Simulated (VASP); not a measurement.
# Os (Fm-3m) in VASP: notebook

The runs below take Os through single point, with r2SCAN, r2SCAN0.

Everything below comes from runs of VASP 6.6.1. Logs are shortened: lines on timing, memory, paths and dates and some standing lists are left out, and cuts for length are marked.

### 1 The cell of the first run

The structure is cubic, space group Fm-3m (No. 225). Conventional cell: a = 3.833 Å, b = 3.833 Å, c = 3.833 Å, α = 90.00°, β = 90.00°, γ = 90.00°. Within 3.6 Å of Os (site symmetry m-3m) lie 12 Os at 2.71 Å.

This isn't the form of Os at room conditions, which is hcp.

### 2 Single point, r2SCAN

POSCAR

```
Os
1.0
    0.0000000000      1.9166940995      1.9166940995
    1.9166940995      0.0000000000      1.9166940995
    1.9166940995      1.9166940995      0.0000000000
Os
1
Direct
    0.0000000000      0.0000000000      0.0000000000
```

INCAR.step1

```
  PREC = Accurate
  ENCUT = 520
  ISMEAR = -1
  SIGMA = 0.1
  LREAL = False
  LASPH = True
  NELM = 60
  NBANDS = 10
  GGA = PE
  ALGO = Normal
  EDIFF = 1E-4
  LWAVE = True
  LCHARG = False
```

INCAR.step2

```
  PREC = Accurate
  ENCUT = 520
  EDIFF = 1E-6
  ISMEAR = -1
  SIGMA = 0.1
  LREAL = False
  LASPH = True
  NELM = 60
  ALGO = Normal
  ISIF = 2
  LWAVE = False
  LCHARG = False
  METAGGA = R2SCAN
  LMIXTAU = True
  NBANDS = 10
  ISTART = 1
```

KPOINTS

```
regular mesh
0
Gamma
  7 7 7
```

Potentials or basis: VASP PAW PBE potentials, release 64 (Os).

Started as:

```sh
> cat potpaw_PBE.64/Os/POTCAR > POTCAR
> cp INCAR.step1 INCAR
> mpirun -np 1 vasp_std > vasp.out
> cp INCAR.step2 INCAR
> mpirun -np 1 vasp_std > vasp.out
```

OUTCAR:

```text
PREC = Accurate
   ENCUT = 520
   EDIFF = 1E-6
   ISMEAR = -1
   LREAL = False
   LASPH = True
   NELM = 60
   ISIF = 2
   METAGGA = R2SCAN
   ISTART = 1

 ion  position               nearest neighbor table
   1  0.000  0.000  0.000-

  LATTYP: Found a face centered cubic cell.
 ALAT       =     3.8333881990

  Lattice vectors:

 A1 = (   0.0000000000,   1.9166940995,   1.9166940995)
 A2 = (   1.9166940995,   0.0000000000,   1.9166940995)
 A3 = (   1.9166940995,   1.9166940995,   0.0000000000)

Analysis of symmetry for initial positions (statically):
=====================================================================
 Subroutine PRICEL returns:
 Original cell was already a primitive cell.

 Routine SETGRP: Setting up the symmetry group for a
 face centered cubic supercell.

 Subroutine GETGRP returns: Found 48 space group operations
 (whereof 48 operations were pure point group operations)
 out of a pool of 48 trial point group operations.

The static configuration has the point symmetry O_h .

Analysis of symmetry for dynamics (positions and initial velocities):
=====================================================================
 Subroutine PRICEL returns:
 Original cell was already a primitive cell.

 Routine SETGRP: Setting up the symmetry group for a
 face centered cubic supercell.

 Subroutine GETGRP returns: Found 48 space group operations
 (whereof 48 operations were pure point group operations)
 out of a pool of 48 trial point group operations.

The dynamic configuration has the point symmetry O_h .

 Subroutine INISYM returns: Found 48 space group operations
 (whereof 48 operations are pure point group operations),
 and found     1 'primitive' translations

----------------------------------------------------------------------------------------

                                     Primitive cell

  volume of cell :      14.0828

  direct lattice vectors                    reciprocal lattice vectors
     0.000000000  1.916694099  1.916694099    -0.260865832  0.260865832  0.260865832
     1.916694099  0.000000000  1.916694099     0.260865832 -0.260865832  0.260865832
     1.916694099  1.916694099  0.000000000     0.260865832  0.260865832 -0.260865832

  length of vectors
     2.710614790  2.710614790  2.710614790     0.451832874  0.451832874  0.451832874

  position of ions in fractional coordinates (direct lattice)
     0.000000000  0.000000000  0.000000000

  ion indices of the primitive-cell ions
   primitive index   ion index
                 1           1

----------------------------------------------------------------------------------------

 KPOINTS: regular mesh

Automatic generation of k-mesh.
 Grid dimensions read from file:
 generate k-points for:    7    7    7

 Generating k-lattice:

  Cartesian coordinates                     Fractional coordinates (reciprocal lattice)
    -0.037266547  0.037266547  0.037266547     0.142857143  0.000000000  0.000000000
     0.037266547 -0.037266547  0.037266547     0.000000000  0.142857143  0.000000000
     0.037266547  0.037266547 -0.037266547     0.000000000  0.000000000  0.142857143

  Length of vectors
     0.064547553  0.064547553  0.064547553

  Shift w.r.t. Gamma in fractional coordinates (k-lattice)
     0.000000000  0.000000000  0.000000000

 Subroutine IBZKPT returns following result:
 ===========================================

 Found     20 irreducible k-points:

 Following reciprocal coordinates:
            Coordinates               Weight
  0.000000  0.000000  0.000000      1.000000
  0.142857  0.000000  0.000000      8.000000
  0.285714  0.000000  0.000000      8.000000
  0.428571  0.000000  0.000000      8.000000
  0.142857  0.142857  0.000000      6.000000
  0.285714  0.142857  0.000000     24.000000
[... 12 lines left out ...]
 -0.428571  0.428571  0.142857     24.000000
 -0.285714  0.428571  0.142857     24.000000
   k-points           NKPTS =     20   k-points in BZ     NKDIM =     20   number of bands    NBANDS=     10
   number of dos      NEDOS =    301   number of ions     NIONS =      1
   total plane-waves  NPLWV =   8000
   dimension x,y,z NGX =    20 NGY =   20 NGZ =   20
   dimension x,y,z NGXF=    40 NGYF=   40 NGZF=   40
   ions per type =               1
   NGX,Y,Z   is equivalent  to a cutoff of  12.27, 12.27, 12.27 a.u.
   NGXF,Y,Z  is equivalent  to a cutoff of  24.53, 24.53, 24.53 a.u.
 SYSTEM =  unknown system
   PREC   = accura    normal or accurate (medium, high low for compatibility)
   ISTART =      1    job   : 0-new  1-cont  2-samecut
   ICHARG =      0    charge: 1-file 2-atom 10-const
   ISPIN  =      1    spin polarized calculation?
   LNONCOLLINEAR =      F non collinear calculations
   LSORBIT =      F    spin-orbit coupling
   LASPH  =      T    aspherical Exc in radial PAW
   ENCUT  =  520.0 eV  38.22 Ry    6.18 a.u.   5.04  5.04  5.04*2*pi/ulx,y,z
   NELM   =     60;   NELMIN=  2; NELMDL=  0     # of ELM steps
   EDIFF  = 0.1E-05   stopping-criterion for ELM
   LREAL  =      F    real-space projection
   EDIFFG = 0.1E-04   stopping-criterion for IOM
   NSW    =      0    number of steps for IOM
   IBRION =     -1    ionic relax: 0-MD 1-quasi-New 2-CG
   NFREE  =      0    steps in history (QN), initial steepest desc. (CG)
   ISIF   =      2    stress and relaxation
   ISYM   =      2    0-nonsym 1-usesym 2-fastsym
   POTIM  = 0.5000    time-step for ionic-motion
   TEBEG  =    0.0;   TEEND  =   0.0 temperature during run
   PSTRESS=    0.0 pullay stress
   NELECT =       8.0000    total number of electrons
   NUPDOWN=      -1.0000    fix difference up-down
   EMIN   =  10.00;   EMAX   =-10.00  energy-range for DOS
   EFERMI =   0.00;   METHOD = LEGACY
   ISMEAR =    -1;   SIGMA  =   0.10  broadening in eV -4-tet -1-fermi 0-gaus
   EFERMI_NEDOS =   21; number of points for ismear=-14 and -15
   IALGO  =     38    algorithm
   IMIX   =      4    mixing-type and parameters
     AMIX     =   0.40;   BMIX     =  1.00
     AMIX_MAG =   1.60;   BMIX_MAG =  1.00
  volume/ion in A,a.u.               =      14.08        95.04
  Fermi-wavevector in a.u.,A,eV,Ry     =   1.355841  2.562168 25.011647  1.838304
  Thomas-Fermi vector in A             =   2.482894
   LORBIT       =      0    0 simple, 1 ext, 2 COOP (PROOUT), +10 PAW based schemes
   METAGGA = R2SCAN    functional components
   LHFCALC =     F    Hartree Fock is set to
   AEXX    =    0.0000 exact exchange contribution
   IVDW    =     0    specifies the selected vdW correction
   LEPSILON=     F    determine dielectric tensor
   LRPA    =     F    only Hartree local field effects (RPA)
 non-spin polarized calculation
  energy-cutoff  :      520.00
  volume of cell :       14.08
 maximum number of plane-waves:       387
   NGX =  9   NGY =  9   NGZ =  9

 number of electron       8.0000000 magnetization

 Free energy of the ion-electron system (eV)
  ---------------------------------------------------
  ext. energy  EPLUGINS =         0.00000000
  ---------------------------------------------------
  free energy    TOTEN  =       -52.81367849 eV

  energy without entropy =      -52.76865329  energy(sigma->0) =      -52.79116589

 E-fermi :   8.9415     XC(G=0): -15.3449

 val. band max:        8.9312471080   @ k =   0.4286   0.2857   0.1429
 cond. band min:       9.0596473778   @ k =   0.4286   0.2857   0.0000
 fundamental gap:      0.1284002698
 Fermi energy:         8.9415365788

 k-point     1 :       0.0000    0.0000    0.0000
  band No.  band energies     occupation
      1      -2.2107      2.00000
      2       5.9520      2.00000
      3       5.9520      2.00000
      4       5.9520      2.00000
      5       9.0696      0.43484
      6       9.0696      0.43484
      7      23.9735      0.00000
      8      30.1043      0.00000
      9      30.1043      0.00000
     10      30.1043      0.00000

 k-point     2 :       0.1429    0.0000    0.0000
  band No.  band energies     occupation
      1      -1.2660      2.00000
      2       5.4550      2.00000
      3       6.3205      2.00000
      4       6.3205      2.00000
      5       8.8622      1.37732
      6       8.8622      1.37732
      7      25.5658      0.00000
      8      27.0224      0.00000
      9      31.7914      0.00000
     10      31.7914      0.00000

 k-point     3 :       0.2857    0.0000    0.0000
  band No.  band energies     occupation
      1       0.5823      2.00000
      2       5.4712      2.00000
      3       6.3358      2.00000
      4       6.3358      2.00000
      5       9.6202      0.00225
      6       9.6202      0.00225
      7      23.0879      0.00000
      8      26.9763      0.00000
      9      35.1956      0.00000
     10      35.2368      0.00000

 k-point     4 :       0.4286    0.0000    0.0000
  band No.  band energies     occupation
      1       1.0590      2.00000
      2       5.8516      2.00000
      3       5.8516      2.00000
      4       8.0349      1.99977
      5      11.2576      0.00000
      6      11.2576      0.00000
      7      19.3739      0.00000
      8      23.9561      0.00000
      9      31.0756      0.00000
     10      31.0756      0.00000
[... 170 lines left out ...]
 k-point    18 :      -0.4286    0.2857    0.1429
  band No.  band energies     occupation
      1       3.0634      2.00000
      2       4.0977      2.00000
      3       5.2911      2.00000
      4       7.9500      1.99990
      5      10.8599      0.00000
      6      15.0693      0.00000
      7      19.3320      0.00000
      8      25.5088      0.00000
      9      26.9329      0.00000
     10      31.7337      0.00000

 k-point    19 :      -0.4286    0.4286    0.1429
  band No.  band energies     occupation
      1       2.3119      2.00000
      2       2.9583      2.00000
      3       6.7348      2.00000
      4       9.7725      0.00049
      5      11.6725      0.00000
      6      15.4179      0.00000
      7      20.4777      0.00000
      8      22.2783      0.00000
      9      25.2003      0.00000
     10      34.9250      0.00000

 k-point    20 :      -0.2857    0.4286    0.1429
  band No.  band energies     occupation
      1       3.0210      2.00000
      2       3.9819      2.00000
      3       5.4807      2.00000
      4       8.4738      1.98157
      5      11.6757      0.00000
      6      17.2362      0.00000
      7      19.6484      0.00000
      8      21.5779      0.00000
      9      25.4846      0.00000
     10      34.1849      0.00000

------------------------ aborting loop because EDIFF is reached ----------------------------------------

  FORCE on cell =-STRESS in cart. coord.  units (eV):
  Direction    XX          YY          ZZ          XY          YZ          ZX
  --------------------------------------------------------------------------------------
  -------------------------------------------------------------------------------------
  Total        0.1841837      0.1841837      0.1841837      0.0000000      0.0000000      0.0000000
  in kB       20.9543124     20.9543124     20.9543124      0.0000000      0.0000000      0.0000000
  external PRESSURE =      20.9543124 kB  Pullay stress =       0.0000000 kB

 VOLUME and BASIS-vectors are now :
 -----------------------------------------------------------------------------
  energy-cutoff  :      520.00
  volume of cell :       14.08
      direct lattice vectors                 reciprocal lattice vectors
     0.000000000  1.916694099  1.916694099    -0.260865832  0.260865832  0.260865832
     1.916694099  0.000000000  1.916694099     0.260865832 -0.260865832  0.260865832
     1.916694099  1.916694099  0.000000000     0.260865832  0.260865832 -0.260865832

 POSITION                                       TOTAL-FORCE (eV/Angst)
 -----------------------------------------------------------------------------------
      0.00000      0.00000      0.00000         0.000000      0.000000     -0.000000
 -----------------------------------------------------------------------------------
    total drift:                                0.000000      0.000000     -0.000000

  FREE ENERGIE OF THE ION-ELECTRON SYSTEM (eV)
  ---------------------------------------------------
  free  energy   TOTEN  =       -52.8136784851 eV

  energy  without entropy=      -52.7686532949  energy(sigma->0) =      -52.79116589
```

Wall time 21 s (1 thread of Intel Xeon 8259CL, shared host); peak memory 0.13 GiB.

Results:

| Item | Value |
| --- | --- |
| Free energy | -52.8137 eV |
| Pressure | 2.1 GPa |
| Band gap on the k mesh | zero (bands 4 and 5 overlap by 3.47 eV) |

Levels at points of the mesh, in eV from the Fermi level:
| k point | band 2 | band 3 | band 4 | band 5 | band 6 | band 7 |
| --- | --- | --- | --- | --- | --- | --- |
| (0.00, 0.00, 0.00) | -2.99 | -2.99 | -2.99 | 0.13 | 0.13 | 15.03 |

Caveat: the k points lie up to 0.41 Å⁻¹ apart, too coarse for converged energies and pressures of a metal; the PAW data sets were made with another functional, which shifts forces and pressure a little; spin-orbit coupling is left out, which moves the levels of the heavy elements.

### 3 Single point, r2SCAN0

POSCAR is that of step 2.

INCAR.step1

```
SYSTEM = Os
PREC = Accurate ; ENCUT = 520
EDIFF = 1E-5 ; ISMEAR = -1
SIGMA = 0.1 ; LREAL = .FALSE.
LASPH = .TRUE. ; NELM = 60
ALGO = Normal ; ISIF = 2
LWAVE = .TRUE. ; LCHARG = .FALSE.
NBANDS = 10 ; GGA = PE
```

INCAR.step2

```
SYSTEM = Os
PREC = Accurate ; ENCUT = 520
EDIFF = 1E-6 ; ISMEAR = -1
SIGMA = 0.1 ; LREAL = .FALSE.
LASPH = .TRUE. ; NELM = 60
ALGO = Normal ; ISIF = 2
LWAVE = .FALSE. ; LCHARG = .FALSE.
METAGGA = R2SCAN ; LHFCALC = .TRUE.
AEXX = 0.25 ; LMIXTAU = .TRUE.
PRECFOCK = Normal ; NBANDS = 10
ISTART = 1
```

KPOINTS

```
Automatic mesh
0
G
  7 7 7
  0 0 0
```

Potentials or basis: VASP PAW PBE potentials, release 64 (Os).

Started as:

```sh
> cat potpaw_PBE.64/Os/POTCAR > POTCAR
> cp INCAR.step1 INCAR
> mpirun -np 1 vasp_std > vasp.out
> cp INCAR.step2 INCAR
> mpirun -np 1 vasp_std > vasp.out
```

OUTCAR:

```text
SYSTEM = Os
   PREC = Accurate
   ENCUT = 520
   EDIFF = 1E-6
   ISMEAR = -1
   LREAL = .FALSE.
   LASPH = .TRUE.
   NELM = 60
   ISIF = 2
   METAGGA = R2SCAN
   LHFCALC = .TRUE.
   AEXX = 0.25
   PRECFOCK = Normal
   ISTART = 1

 ion  position               nearest neighbor table
   1  0.000  0.000  0.000-

  LATTYP: Found a face centered cubic cell.
 ALAT       =     3.8333881990

  Lattice vectors:

 A1 = (   0.0000000000,   1.9166940995,   1.9166940995)
 A2 = (   1.9166940995,   0.0000000000,   1.9166940995)
 A3 = (   1.9166940995,   1.9166940995,   0.0000000000)

Analysis of symmetry for initial positions (statically):
=====================================================================
 Subroutine PRICEL returns:
 Original cell was already a primitive cell.

 Routine SETGRP: Setting up the symmetry group for a
 face centered cubic supercell.

 Subroutine GETGRP returns: Found 48 space group operations
 (whereof 48 operations were pure point group operations)
 out of a pool of 48 trial point group operations.
[... 166 lines left out ...]
 cond. band min:       8.9866389039   @ k =   0.4286   0.2857   0.0000
 fundamental gap:      0.5535685377
 Fermi energy:         8.7994606759

 k-point     1 :       0.0000    0.0000    0.0000
  band No.  band energies     occupation
      1      -4.0013      2.00000
      2       4.8508      2.00000
      3       4.8508      2.00000
      4       4.8508      2.00000
      5       8.2618      1.99079
      6       8.2618      1.99079
      7      24.9587      0.00000
      8      31.2686      0.00000
      9      31.2686      0.00000
     10      31.2686      0.00000
[... 235 lines left out ...]
 k-point    20 :      -0.2857    0.4286    0.1429
  band No.  band energies     occupation
      1       1.5663      2.00000
      2       2.7017      2.00000
      3       4.3816      2.00000
      4       7.7413      1.99995
      5      12.2726      0.00000
      6      18.1662      0.00000
      7      20.6418      0.00000
      8      22.6769      0.00000
      9      26.6417      0.00000
     10      35.5191      0.00000

------------------------ aborting loop because EDIFF is reached ----------------------------------------

  FORCE on cell =-STRESS in cart. coord.  units (eV):
  Direction    XX          YY          ZZ          XY          YZ          ZX
  --------------------------------------------------------------------------------------
  -------------------------------------------------------------------------------------
  Total       -0.7552093     -0.7552093     -0.7552093      0.0000000      0.0000000     -0.0000000
  in kB      -85.9190509    -85.9190509    -85.9190509      0.0000000      0.0000000     -0.0000000
  external PRESSURE =     -85.9190509 kB  Pullay stress =       0.0000000 kB

 VOLUME and BASIS-vectors are now :
 -----------------------------------------------------------------------------
  energy-cutoff  :      520.00
  volume of cell :       14.08
      direct lattice vectors                 reciprocal lattice vectors
     0.000000000  1.916694099  1.916694099    -0.260865832  0.260865832  0.260865832
     1.916694099  0.000000000  1.916694099     0.260865832 -0.260865832  0.260865832
     1.916694099  1.916694099  0.000000000     0.260865832  0.260865832 -0.260865832

 POSITION                                       TOTAL-FORCE (eV/Angst)
 -----------------------------------------------------------------------------------
      0.00000      0.00000      0.00000        -0.000000      0.000000      0.000000
 -----------------------------------------------------------------------------------
    total drift:                               -0.000000     -0.000000      0.000000

  FREE ENERGIE OF THE ION-ELECTRON SYSTEM (eV)
  ---------------------------------------------------
  free  energy   TOTEN  =       -45.5092960603 eV

  energy  without entropy=      -45.4965686017  energy(sigma->0) =      -45.50293233
```

Wall time 29 min (1 thread of Intel Xeon 8259CL, shared host); peak memory 0.15 GiB.

What came out:

| Property | Result |
| --- | --- |
| Free energy | -45.5093 eV |
| Pressure | -8.6 GPa |
| Band gap on the k mesh | zero (bands 4 and 5 overlap by 4.85 eV) |

Caveat: the k points lie up to 0.41 Å⁻¹ apart, too coarse for converged energies and pressures of a metal; the PAW data sets were made with another functional, which shifts forces and pressure a little; spin-orbit coupling is left out, which moves the levels of the heavy elements.

[end of part 1 of 2]

The gap in the log of VASP goes by the Fermi energy; the results here count the filled bands.